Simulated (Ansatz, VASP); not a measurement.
## Two plane-wave programs on GaSb3

Contents of INCAR:

```
PREC     = Accurate       # precision mode
ENCUT    = 520            # plane-wave cutoff, eV
EDIFF    = 1E-6           # SCF threshold, eV
ISMEAR   = 0              # smearing method
SIGMA    = 0.15           # smearing width, eV
LREAL    = False          # projectors in reciprocal space
LASPH    = True           # aspherical terms in the spheres
NELM     = 80             # most SCF steps
ALGO     = Normal         # electronic algorithm
ISIF     = 2              # what is computed and relaxed
LWAVE    = False          # write WAVECAR
LCHARG   = False          # write CHGCAR
GGA      = PS             # functional
NBANDS   = 22             # bands
```

KPOINTS

```
regular mesh
0
Gamma
  10 10 10
```

Contents of POSCAR:

```
GaSb3
1.0
   -0.0971837661      3.6466703981      4.0478041419
    3.5494866320      0.0000000000      3.9506203758
    3.6466703981      3.6466703981     -0.0971837661
Ga Sb
1 3
Direct
    0.0000000000      0.0000000000      0.0000000000
    0.2500000000      0.2500000000      0.2500000000
    0.7500000000      0.7500000000      0.7500000000
    0.5000000000      0.5000000000      0.5000000000
```

Input for Ansatz:

```yaml
crystal:
  lattice:
    - [-0.0971837661, 3.6466703981, 4.0478041419]
    - [3.549486632, 0.0, 3.9506203758]
    - [3.6466703981, 3.6466703981, -0.0971837661]
  atoms:
    - { symbol: Ga, position: [0.0, 0.0, 0.0] }
    - { symbol: Sb, position: [0.25, 0.25, 0.25] }
    - { symbol: Sb, position: [0.75, 0.75, 0.75] }
    - { symbol: Sb, position: [0.5, 0.5, 0.5] }
basis:
  ecutwfc: 420
kpoints:
  mp_grid: { grid: [10, 10, 10] }
hamiltonian:
  xc: pbesol
  pseudopotentials: { kind: paw, azcp: { folder: soft_1 } }
scf:
  occupations: { method: gaussian, width: 0.15 }
output:
  forces: true
  stress: true
  eigenvalues: true
```

Change from the starting cell: engineering shear strain xz -0.0533, normal strain along z +0.1100.

Alike in both runs: task single point; functional PBEsol; k mesh 10 × 10 × 10; occupations gaussian, width 0.15 eV; no spin polarisation.

|  | VASP | Ansatz |
| --- | --- | --- |
| version | VASP 6.6.1 | Ansatz 0.2.0 |
| potentials or method | VASP PAW PBE potentials, release 64 (Ga_d, Sb), cutoff 520 eV | scalar-relativistic, plane waves, PAW |
| valence electrons in the cell | 28 | 58 |

|  | VASP | Ansatz | Ansatz less VASP |
| --- | --- | --- | --- |
| gap on the k mesh at the Fermi level (eV) | none | none | - |
| pressure (GPa) | -4.5 | -4.5 | +0.03 |
| traceless stress, the component that is largest in VASP (GPa) | -0.47 | -0.47 | +0.002 |
| rms of the force components (eV/Å) | 0.033 | 0.033 | -0.0003 |

VASP's potentials were made for PBE, not for PBEsol, and Ansatz warns of the same on its side. Atom by atom the forces differ by 0.000 eV/Å (rms over components). A gap of «none» marks a metal or a gap that the smearing closes. VASP's potentials hold 28 valence electrons a cell and Ansatz's 58, so a difference there can come from the potentials and not from the codes.

Neither program's run includes spin-orbit coupling.
